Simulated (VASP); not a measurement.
# SrTiO3 (Pm-3m) in VASP: a series of runs, part 2 of 2

VASP 6.6.1.

## (4) Electric field gradients, PBE (12.39 Å³/atom)

This run uses another cell than the first one, of 12.39 Å³/atom.

Input file INCAR:

```
PREC     = Accurate       # precision mode
ENCUT    = 520            # plane-wave cutoff, eV
EDIFF    = 1E-8           # SCF threshold, eV
ISMEAR   = -1             # smearing method
SIGMA    = 0.05           # smearing width, eV
LREAL    = F              # projectors in reciprocal space
LASPH    = T              # aspherical terms in the spheres
NELM     = 60             # most SCF steps
ALGO     = Normal         # electronic algorithm
ISIF     = 2              # what is computed and relaxed
LWAVE    = F              # write WAVECAR
LCHARG   = F              # write CHGCAR
GGA      = PE             # functional
LEFG     = T            
NBANDS   = 28             # bands
```

Input file KPOINTS:

```
regular mesh
0
Gamma
  7 7 7
```

Input file POSCAR:

```
SrTiO3
1.0
    3.9563874719      0.0000000000      0.0000000000
    0.0000000000      3.9563874719      0.0000000000
    0.0000000000      0.0000000000      3.9563874719
Sr Ti O
1 1 3
Direct
    0.0000000000      0.0000000000      0.0000000000
    0.5000000000      0.5000000000      0.5000000000
    0.0000000000      0.5000000000      0.5000000000
    0.5000000000      0.0000000000      0.5000000000
    0.5000000000      0.5000000000      0.0000000000
```

Potentials or basis: VASP PAW PBE potentials, release 64 (Sr_sv, Ti_sv, O).

On the command line:

```
cat potpaw_PBE.64/Sr_sv/POTCAR potpaw_PBE.64/Ti_sv/POTCAR potpaw_PBE.64/O/POTCAR > POTCAR
mpirun -np 1 vasp_std > vasp.out
```

OUTCAR:

```text
PREC = Accurate
   ENCUT = 520
   EDIFF = 1E-8
   ISMEAR = -1
   LREAL = F
   LASPH = T
   NELM = 60
   ISIF = 2
   GGA = PE

 ion  position               nearest neighbor table
   1  0.000  0.000  0.000-   3 2.80   4 2.80   5 2.80   3 2.80   4 2.80   3 2.80   5 2.80   3 2.80
                             4 2.80   5 2.80   4 2.80   5 2.80   2 3.43   2 3.43   2 3.43   2 3.43
   2  0.500  0.500  0.500-   3 1.98   4 1.98   5 1.98   5 1.98   4 1.98   3 1.98   1 3.43   1 3.43
                             1 3.43   1 3.43   1 3.43   1 3.43   1 3.43   1 3.43
   3  0.000  0.500  0.500-   2 1.98   2 1.98   1 2.80   1 2.80   1 2.80   1 2.80
   4  0.500  0.000  0.500-   2 1.98   2 1.98   1 2.80   1 2.80   1 2.80   1 2.80
   5  0.500  0.500  0.000-   2 1.98   2 1.98   1 2.80   1 2.80   1 2.80   1 2.80

  LATTYP: Found a simple cubic cell.
 ALAT       =     3.9563874719

  Lattice vectors:

 A1 = (   3.9563874719,   0.0000000000,   0.0000000000)
 A2 = (   0.0000000000,   3.9563874719,   0.0000000000)
 A3 = (   0.0000000000,   0.0000000000,   3.9563874719)

Analysis of symmetry for initial positions (statically):
=====================================================================
 Subroutine PRICEL returns:
 Original cell was already a primitive cell.

[... 823 lines left out ...]
 -----------------------------------------------------------------------------------
    total drift:                                0.000000      0.000000     -0.000000

  FREE ENERGIE OF THE ION-ELECTRON SYSTEM (eV)
  ---------------------------------------------------
  free  energy   TOTEN  =       -40.1004391362 eV

  energy  without entropy=      -40.1004391346  energy(sigma->0) =      -40.10043914

 Electric field gradients (V/A^2)
---------------------------------------------------------------------
 ion       V_xx      V_yy      V_zz      V_xy      V_xz      V_yz
---------------------------------------------------------------------
   1      -0.000     0.000    -0.000    -0.000     0.000     0.000
   2      -0.000     0.000     0.000     0.000     0.000     0.000
   3      15.337    -7.669    -7.669     0.000    -0.000     0.000
   4      -7.669    15.337    -7.669     0.000     0.000     0.000
   5      -7.669    -7.669    15.337    -0.000     0.000     0.000
---------------------------------------------------------------------

 Electric field gradients after diagonalization (V/A^2)
 (convention: |V_zz| > |V_xx| > |V_yy|)
----------------------------------------------------------------------
 ion       V_xx      V_yy      V_zz     asymmetry (V_yy - V_xx)/ V_zz
----------------------------------------------------------------------
   1      -0.000    -0.000     0.000       0.188
   2       0.000    -0.000     0.000      -0.643
   3      -7.669    -7.669    15.337       0.000
   4      -7.669    -7.669    15.337       0.000
   5      -7.669    -7.669    15.337       0.000
----------------------------------------------------------------------

           NMR quadrupolar parameters

 Cq : quadrupolar parameter    Cq=e*Q*V_zz/h
 eta: asymmetry parameters     (V_yy - V_xx)/ V_zz
 Q  : nuclear electric quadrupole moment in mb (millibarn)
----------------------------------------------------------------------
 ion       Cq(MHz)       eta       Q (mb)
----------------------------------------------------------------------
   1       0.000       0.188       1.000
   2       0.000      -0.643       1.000
   3       0.037       0.000       1.000
   4       0.037       0.000       1.000
   5       0.037       0.000       1.000
----------------------------------------------------------------------
```

OSZICAR:

```text
N       E                     dE             d eps       ncg     rms          rms(c)
DAV:   1     0.432758810289E+03    0.43276E+03   -0.21596E+04  1120   0.158E+03
DAV:   2    -0.511071527480E+00   -0.43327E+03   -0.41297E+03  1228   0.434E+02
DAV:   3    -0.480701012674E+02   -0.47559E+02   -0.47108E+02  1536   0.139E+02
[... 12 lines left out ...]
DAV:  16    -0.401004393445E+02    0.14607E-05   -0.52916E-06  1496   0.227E-02    0.865E-03
DAV:  17    -0.401004390284E+02    0.31606E-06   -0.14200E-06  1672   0.151E-02    0.244E-03
DAV:  18    -0.401004391014E+02   -0.72987E-07   -0.21641E-07  1336   0.538E-03    0.115E-03
DAV:  19    -0.401004391422E+02   -0.40805E-07   -0.31232E-08  1220   0.160E-03    0.295E-04
DAV:  20    -0.401004391362E+02    0.59936E-08   -0.40675E-09   712   0.695E-04
   1 F= -.40100439E+02 E0= -.40100439E+02  d E =-.163874E-08
```

Wall time 82 s (1 thread of Intel Xeon Platinum 8175M at 2.50GHz (Skylake/Cascade Lake), shared host); peak memory 0.19 GiB.

Results:

- Free energy: -40.1004 eV
- Pressure: -1.9 GPa
- Band gap on the k mesh: 1.84 eV (least direct gap 2.16 eV)
- Largest electric field gradient by atom: Sr -0.0; Ti +0.0; O +15.3 V/Å²

Levels at points of the mesh, in eV from the valence-band top:
```tsv
k point	band 16	band 17	band 18	band 19	band 20	band 21	band 22	band 23	band 24	band 25
(0.00, 0.00, 0.00)	-1.04	-1.04	-0.31	-0.31	-0.31	1.84	1.84	1.84	4.09	4.09
```

Electric field gradients, principal values (V/Å²):
```csv
atom,least,middle,greatest (by size)
1 Sr,0.000,0.000,0.000
2 Ti,0.000,0.000,0.000
3 O,-7.669,-7.669,15.337
4 O,-7.669,-7.669,15.337
5 O,-7.669,-7.669,15.337
```

Caveat: without QUAD_EFG the Cq values of the log hold for a quadrupole moment of 1 mb, not for the nuclei; an odd mesh through Γ misses points on the zone boundary, where band edges can lie.
